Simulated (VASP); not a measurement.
# Hf (P6_3/mmc) in VASP: electric field gradients with PBE

Aim: the electric field gradients of Hf with PBE.

Program: VASP 6.6.1. These are calculated values, not measurements. Logs are shortened: lines on timing, memory, paths and dates and some standing lists are left out, and cuts for length are marked.

### 1 The cell of the first run

The structure is hexagonal, space group P6_3/mmc (No. 194). The conventional cell has a = 3.197 Å, b = 3.197 Å, c = 5.058 Å, α = 90.00°, β = 90.00°, γ = 120.00°. Hf (site symmetry -6m2) has 12 Hf at 3.13 to 3.20 Å within 4.1 Å.

### 2 Electric field gradients, PBE, non-collinear spin, zero start, spin-orbit coupling

Contents of INCAR:

```
PREC     = Accurate       # precision mode
ENCUT    = 520            # plane-wave cutoff, eV
EDIFF    = 1E-8           # SCF threshold, eV
ISMEAR   = -1             # smearing method
SIGMA    = 0.05           # smearing width, eV
LREAL    = False          # projectors in reciprocal space
LASPH    = True           # aspherical terms in the spheres
NELM     = 150            # most SCF steps
ALGO     = Normal         # electronic algorithm
ISIF     = 2              # what is computed and relaxed
LWAVE    = False          # write WAVECAR
LCHARG   = False          # write CHGCAR
LNONCOLLINEAR= True           # non-collinear magnetism
MAGMOM   = 0 0 0 0 0 0    # initial moments
LORBIT   = 11             # projections on sites
LSORBIT  = True           # spin-orbit coupling
GGA_COMPAT= False        
LORBMOM  = True         
LMAXMIX  = 4              # l up to which the mixer works
GGA      = PE             # functional
LEFG     = True         
NBANDS   = 32             # bands
```

Contents of KPOINTS:

```
regular mesh
0
Gamma
  13 13 7
```

Contents of POSCAR:

```
Hf
1.0
    3.1966985242      0.0000000000      0.0000000000
   -1.5983492621      2.7684221302      0.0000000000
    0.0000000000      0.0000000000      5.0578000000
Hf
2
Direct
    0.3333333333      0.6666666667      0.2500000000
    0.6666666667      0.3333333333      0.7500000000
```

Potentials or basis: VASP PAW PBE potentials, release 64 (Hf_pv).

The run is started by

```console
$ cat potpaw_PBE.64/Hf_pv/POTCAR > POTCAR
$ mpirun -np 1 vasp_ncl > vasp.out
```

OUTCAR:

```text
PREC = Accurate
   ENCUT = 520
   EDIFF = 1E-8
   ISMEAR = -1
   LREAL = False
   LASPH = True
   NELM = 150
   ISIF = 2
   LNONCOLLINEAR = True
   LORBIT = 11
   LSORBIT = True
   GGA = PE

 ion  position               nearest neighbor table
   1  0.333  0.667  0.250-   2 3.13   2 3.13   2 3.13   2 3.13   2 3.13   2 3.13
   2  0.667  0.333  0.750-   1 3.13   1 3.13   1 3.13   1 3.13   1 3.13   1 3.13

  LATTYP: Found a hexagonal cell.
 ALAT       =     3.1966985242
 C/A-ratio  =     1.5821948681

  Lattice vectors:

 A1 = (   3.1966985242,   0.0000000000,   0.0000000000)
 A2 = (  -1.5983492621,   2.7684221302,   0.0000000000)
 A3 = (   0.0000000000,   0.0000000000,   5.0578000000)

Analysis of symmetry for initial positions (statically):
=====================================================================
 Subroutine PRICEL returns:
 Original cell was already a primitive cell.

 Routine SETGRP: Setting up the symmetry group for a
 hexagonal supercell.

 Subroutine GETGRP returns: Found 24 space group operations
 (whereof 12 operations were pure point group operations)
 out of a pool of 24 trial point group operations.

The static configuration has the point symmetry D_3d.
 The point group associated with its full space group is D_6h.

Analysis of symmetry for dynamics (positions and initial velocities):
=====================================================================
 Subroutine PRICEL returns:
 Original cell was already a primitive cell.

 Routine SETGRP: Setting up the symmetry group for a
 hexagonal supercell.

 Subroutine GETGRP returns: Found 24 space group operations
 (whereof 12 operations were pure point group operations)
 out of a pool of 24 trial point group operations.

The dynamic configuration has the point symmetry D_3d.
 The point group associated with its full space group is D_6h.

Analysis of structural, dynamic, and magnetic symmetry:
=====================================================================
 Subroutine PRICEL returns:
 Original cell was already a primitive cell.

 Routine SETGRP: Setting up the symmetry group for a
 hexagonal supercell.

 Subroutine GETGRP returns: Found 24 space group operations
 (whereof 12 operations were pure point group operations)
 out of a pool of 24 trial point group operations.

The overall configuration has the point symmetry D_3d.
 The point group associated with its full space group is D_6h.

 Subroutine INISYM returns: Found 24 space group operations
 (whereof 12 operations are pure point group operations),
 and found     1 'primitive' translations

----------------------------------------------------------------------------------------

                                     Primitive cell

  volume of cell :      44.7606

  direct lattice vectors                    reciprocal lattice vectors
     3.196698524  0.000000000  0.000000000     0.312822743  0.180608295  0.000000000
    -1.598349262  2.768422130  0.000000000     0.000000000  0.361216589  0.000000000
     0.000000000  0.000000000  5.057800000     0.000000000  0.000000000  0.197714421

  length of vectors
     3.196698524  3.196698524  5.057800000     0.361216589  0.361216589  0.197714421

  position of ions in fractional coordinates (direct lattice)
     0.333333333  0.666666667  0.250000000
     0.666666667  0.333333333  0.750000000

  ion indices of the primitive-cell ions
   primitive index   ion index
                 1           1
                 2           2

----------------------------------------------------------------------------------------

 KPOINTS: regular mesh

Automatic generation of k-mesh.
 Grid dimensions read from file:
 generate k-points for:   13   13    7

 Generating k-lattice:

  Cartesian coordinates                     Fractional coordinates (reciprocal lattice)
     0.024063288  0.013892946  0.000000000     0.076923077  0.000000000  0.000000000
     0.000000000  0.027785891  0.000000000     0.000000000  0.076923077  0.000000000
     0.000000000  0.000000000  0.028244917     0.000000000  0.000000000  0.142857143

  Length of vectors
     0.027785891  0.027785891  0.028244917

  Shift w.r.t. Gamma in fractional coordinates (k-lattice)
     0.000000000  0.000000000  0.000000000
[... 99 lines left out ...]

  energy without entropy =      -21.20946745  energy(sigma->0) =      -21.21618230

 E-fermi :   4.9006     XC(G=0): -11.2833

 val. band max:        4.8986778481   @ k =   0.0000   0.0000   0.4286
 cond. band min:       4.9154333611   @ k =   0.3077   0.2308   0.4286
 fundamental gap:      0.0167555130
 Fermi energy:         4.9006066041

 k-point     1 :       0.0000    0.0000    0.0000
  band No.  band energies     occupation
      1     -30.4352      1.00000
      2     -30.4352      1.00000
      3     -30.1770      1.00000
      4     -30.1770      1.00000
      5     -23.7827      1.00000
      6     -23.7827      1.00000
[... 829 lines left out ...]
     31       7.7990      0.00000
     32       7.7990      0.00000

 [... further k-points ...]
[... 5 lines left out ...]
  --------------------------------------------------------------------------------------
  -------------------------------------------------------------------------------------
  Total        0.0178240      0.0178240     -0.0238813     -0.0000000      0.0000000      0.0000000
  in kB        0.6379975      0.6379975     -0.8548168     -0.0000000      0.0000000      0.0000000
  external PRESSURE =       0.1403927 kB  Pullay stress =       0.0000000 kB

 VOLUME and BASIS-vectors are now :
 -----------------------------------------------------------------------------
  energy-cutoff  :      520.00
  volume of cell :       44.76
      direct lattice vectors                 reciprocal lattice vectors
     3.196698524  0.000000000  0.000000000     0.312822743  0.180608295  0.000000000
    -1.598349262  2.768422130  0.000000000     0.000000000  0.361216589  0.000000000
     0.000000000  0.000000000  5.057800000     0.000000000  0.000000000  0.197714421

 POSITION                                       TOTAL-FORCE (eV/Angst)
 -----------------------------------------------------------------------------------
     -0.00000      1.84561      1.26445         0.000000      0.000000     -0.000000
      1.59835      0.92281      3.79335        -0.000000      0.000000      0.000000
 -----------------------------------------------------------------------------------
    total drift:                               -0.000000      0.000000     -0.000000

  FREE ENERGIE OF THE ION-ELECTRON SYSTEM (eV)
  ---------------------------------------------------
  free  energy   TOTEN  =       -21.2228971472 eV

  energy  without entropy=      -21.2094674497  energy(sigma->0) =      -21.21618230

 Electric field gradients (V/A^2)
---------------------------------------------------------------------
 ion       V_xx      V_yy      V_zz      V_xy      V_xz      V_yz
---------------------------------------------------------------------
   1     -40.653   -40.652    81.305     0.000     0.000    -0.000
   2     -40.653   -40.652    81.305     0.000    -0.000     0.000
---------------------------------------------------------------------

 Electric field gradients after diagonalization (V/A^2)
 (convention: |V_zz| > |V_xx| > |V_yy|)
----------------------------------------------------------------------
 ion       V_xx      V_yy      V_zz     asymmetry (V_yy - V_xx)/ V_zz
----------------------------------------------------------------------
   1     -40.653   -40.652    81.305       0.000
   2     -40.653   -40.652    81.305       0.000
----------------------------------------------------------------------

           NMR quadrupolar parameters

 Cq : quadrupolar parameter    Cq=e*Q*V_zz/h
 eta: asymmetry parameters     (V_yy - V_xx)/ V_zz
 Q  : nuclear electric quadrupole moment in mb (millibarn)
----------------------------------------------------------------------
 ion       Cq(MHz)       eta       Q (mb)
----------------------------------------------------------------------
   1       0.197       0.000       1.000
   2       0.197       0.000       1.000
----------------------------------------------------------------------

 orbital moment (x)

 # of ion     p       d       tot
 ----------------------------------------
  1        -0.000  -0.000  -0.000
  2        -0.000  -0.000  -0.000
 ----------------------------------------
           -0.000  -0.000  -0.000

 orbital moment (y)

 # of ion     p       d       tot
 ----------------------------------------
  1         0.000   0.000   0.000
  2         0.000   0.000   0.000
 ----------------------------------------
            0.000   0.000   0.000

 orbital moment (z)

 # of ion     p       d       tot
 ----------------------------------------
  1         0.000   0.000   0.000
  2         0.000   0.000   0.000
 ----------------------------------------
            0.000   0.000   0.000

 Spin-Orbit-Coupling matrix elements

 Ion:    1  E_soc:     -1.3551374
 l=   1
     0.0000000    -0.2175273    -0.2179101
    -0.2175273     0.0000000    -0.2175273
    -0.2179101    -0.2175273     0.0000000
 l=   2
     0.0000000    -0.0014543     0.0000000    -0.0014543    -0.0070783
    -0.0014543     0.0000000    -0.0051432    -0.0014222    -0.0014543
     0.0000000    -0.0051432     0.0000000    -0.0051432     0.0000000
    -0.0014543    -0.0014222    -0.0051432     0.0000000    -0.0014543
    -0.0070783    -0.0014543     0.0000000    -0.0014543     0.0000000
 l=   3
     0.0000000     0.0000000     0.0000000     0.0000000     0.0000000     0.0000000     0.0000000
     0.0000000     0.0000000     0.0000000     0.0000000     0.0000000     0.0000000     0.0000000
     0.0000000     0.0000000     0.0000000     0.0000000     0.0000000     0.0000000     0.0000000
     0.0000000     0.0000000     0.0000000     0.0000000     0.0000000     0.0000000     0.0000000
     0.0000000     0.0000000     0.0000000     0.0000000     0.0000000     0.0000000     0.0000000
     0.0000000     0.0000000     0.0000000     0.0000000     0.0000000     0.0000000     0.0000000
     0.0000000     0.0000000     0.0000000     0.0000000     0.0000000     0.0000000     0.0000000

 Ion:    2  E_soc:     -1.3551374
 l=   1
     0.0000000    -0.2175273    -0.2179101
    -0.2175273     0.0000000    -0.2175273
    -0.2179101    -0.2175273     0.0000000
 l=   2
     0.0000000    -0.0014543     0.0000000    -0.0014543    -0.0070783
    -0.0014543     0.0000000    -0.0051432    -0.0014222    -0.0014543
     0.0000000    -0.0051432     0.0000000    -0.0051432     0.0000000
    -0.0014543    -0.0014222    -0.0051432     0.0000000    -0.0014543
    -0.0070783    -0.0014543     0.0000000    -0.0014543     0.0000000
 l=   3
     0.0000000     0.0000000     0.0000000     0.0000000     0.0000000     0.0000000     0.0000000
     0.0000000     0.0000000     0.0000000     0.0000000     0.0000000     0.0000000     0.0000000
     0.0000000     0.0000000     0.0000000     0.0000000     0.0000000     0.0000000     0.0000000
     0.0000000     0.0000000     0.0000000     0.0000000     0.0000000     0.0000000     0.0000000
     0.0000000     0.0000000     0.0000000     0.0000000     0.0000000     0.0000000     0.0000000
     0.0000000     0.0000000     0.0000000     0.0000000     0.0000000     0.0000000     0.0000000
     0.0000000     0.0000000     0.0000000     0.0000000     0.0000000     0.0000000     0.0000000

 total charge

# of ion       s       p       d       tot
------------------------------------------
    1        0.393   6.438   1.552   8.384
    2        0.393   6.438   1.552   8.384
--------------------------------------------------
tot          0.786  12.876   3.105  16.767

 magnetization (x)

# of ion       s       p       d       tot
------------------------------------------
    1        0.000   0.000   0.000   0.000
    2       -0.000   0.000   0.000  -0.000
--------------------------------------------------
tot         -0.000   0.000   0.000  -0.000

 magnetization (y)

# of ion       s       p       d       tot
------------------------------------------
    1        0.000   0.000   0.000   0.000
    2       -0.000   0.000   0.000  -0.000
--------------------------------------------------
tot         -0.000   0.000   0.000  -0.000

 magnetization (z)

# of ion       s       p       d       tot
------------------------------------------
    1        0.000   0.000   0.000   0.000
    2        0.000   0.000   0.000   0.000
--------------------------------------------------
tot          0.000   0.000   0.000   0.000
```

Run time: 3.3 min. Hardware: 1 thread of Intel Xeon Platinum 8259CL at 2.50GHz (Skylake/Cascade Lake), shared host; peak memory 0.35 GiB.

Results:

| Property | Result |
| --- | --- |
| Free energy | -21.2229 eV |
| Pressure | 0.0 GPa |
| Net moment | 0.00 μB per cell |
| Largest electric field gradient by atom | Hf +81.3 V/Å² |
| Valence electrons inside the program's atomic spheres | Hf 8.38 |

Moments on the atoms (μB; x, y, z):
```
Hf  0.00 0.00 0.00
Hf  0.00 0.00 0.00
```

Electric field gradients, principal values (V/Å²):
```tsv
atom	least	middle	greatest (by size)
1 Hf	-40.652	-40.653	81.305
2 Hf	-40.652	-40.653	81.305
```

Caveat: without QUAD_EFG the Cq values of the log hold for a quadrupole moment of 1 mb, not for the nuclei.
